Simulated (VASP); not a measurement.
Wanted: the native input for a VASP 6.6.1 run.

- Task: single point
- Functional: PBE
- Potentials or basis: VASP PAW PBE potentials, release 64 (Li_sv, Sn_d)
- Cutoff: 520 eV
- k mesh: 4 × 4 × 4
- Occupations: gaussian, width 0.1 eV
- Spin: no spin polarisation
- Dipole correction: no
- Further INCAR settings: ALGO = Fast; EDIFF = 1e-07; NBANDS = 40

The structure of LiSn2 lies in POSCAR:

```
LiSn2
1.0
    0.0000000000      4.4130685920      4.4130685920
    4.4130685920      0.0000000000      4.4130685920
    4.4130685920      4.4130685920      0.0000000000
Li Sn
2 4
Direct
    0.0000000000      0.0000000000      0.0000000000
    0.2500000000      0.2500000000      0.2500000000
    0.6250000000      0.6250000000      0.6250000000
    0.1250000000      0.6250000000      0.6250000000
    0.6250000000      0.6250000000      0.1250000000
    0.6250000000      0.1250000000      0.6250000000
```

The input as run:

INCAR

```
SYSTEM = LiSn2
  PREC = Accurate
  ENCUT = 520
  EDIFF = 1E-7
  ISMEAR = 0
  SIGMA = 0.1
  LREAL = .False.
  LASPH = .True.
  NELM = 80
  ALGO = Fast
  ISIF = 2
  LWAVE = .False.
  LCHARG = .True.
  GGA = PE
  LELF = .True.
  LVHAR = .True.
  NBANDS = 40
```

KPOINTS

```
Automatic mesh
0
Gamma
  4 4 4
  0 0 0
```

Potentials or basis: VASP PAW PBE potentials, release 64 (Li_sv, Sn_d).

The run is started by

```sh
$ cat potpaw_PBE.64/Li_sv/POTCAR potpaw_PBE.64/Sn_d/POTCAR > POTCAR
$ mpirun -np 1 vasp_std > vasp.out
```

It gave:

The band gap on the k mesh is zero (bands 31 and 32 overlap by 1.81 eV).

Caveat: spin-orbit coupling is left out, which moves the levels of the heavy elements.

Run time: 3.8 min on 1 thread of Intel(R) Xeon(R) Platinum 8259CL CPU @ 2.50GHz (Skylake/Cascade Lake) (shared host), peak memory 0.34 GiB.
